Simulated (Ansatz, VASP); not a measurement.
## GaAs: VASP beside Ansatz

Contents of INCAR:

```
ALGO = Normal
EDIFF = 1E-6
ENCUT = 500
GGA = PS
GGA_COMPAT = F
ISIF = 2
ISMEAR = 0
IVDW = 12
LASPH = T
LCHARG = T
LELF = T
LREAL = F
LVHAR = T
LWAVE = F
NBANDS = 16
NELM = 120
PREC = Accurate
SIGMA = 0.01
```

File KPOINTS:

```
k-points
0
Gamma
  3 3 3
```

Contents of POSCAR:

```
GaAs
1.0
    3.9977700000      0.0000000000      0.0000000000
    1.9988850000      3.4621703785      0.0000000000
    1.9988850000      1.1540567928      3.2641655363
Ga As
1 1
Direct
    0.0000000000      0.0000000000      0.0000000000
    0.2500000000      0.2500000000      0.2500000000
```

Input for Ansatz:

```yaml
crystal:
  lattice:
    - [3.99777, 0.0, 0.0]
    - [1.9988850000000005, 3.4621703784873152, 0.0]
    - [1.9988850000000005, 1.1540567928291052, 3.264165536335435]
  atoms:
    - { symbol: Ga, position: [0.0, 0.0, 0.0] }
    - { symbol: As, position: [0.24999999999999997, 0.25000000000000006, 0.25] }
kpoints:
  mp_grid:
    grid: [3, 3, 3]
hamiltonian:
  xc: pbesol
  dispersion: d3bj
  pseudopotentials:
    kind: paw
scf:
  convergence:
    dr2_threshold: 1.0e-08
  lower_state_search: "off"
  mixing:
    algorithm: anderson
    preconditioner: kerker_dos
  occupations:
    method: fixed
output:
  forces: true
  stress: true
  eigenvalues: true
```

Alike in both runs: task single point; functional PBEsol; dispersion D3(BJ); k mesh 3 × 3 × 3; no spin polarisation.

|  | VASP | Ansatz |
| --- | --- | --- |
| version | VASP 6.6.1 | Ansatz 0.2.0 |
| potentials or method | VASP PAW PBE potentials, release 64 (Ga_d, As) | plane waves, PAW |
| plane-wave cutoff (eV) | 500 | 420 |
| occupations | gaussian, width 0.01 eV | fixed |
| valence electrons in the cell | 18 | 28 |

Ansatz gave:

```
gap on the k mesh at the Fermi level (eV) : 0.41
pressure (GPa)                            : -0.7
```

Task: Which values does VASP return?

Result: gap on the k mesh at the Fermi level (eV): 0.42; pressure (GPa): -0.5.

VASP's potentials were made for PBE, not for PBEsol. VASP's potentials hold 18 valence electrons a cell and Ansatz's 28, so a difference there can come from the potentials and not from the codes. Ansatz's warnings: stress scf threshold loose.

The k mesh is coarse, so the values compare programs but aren't converged.
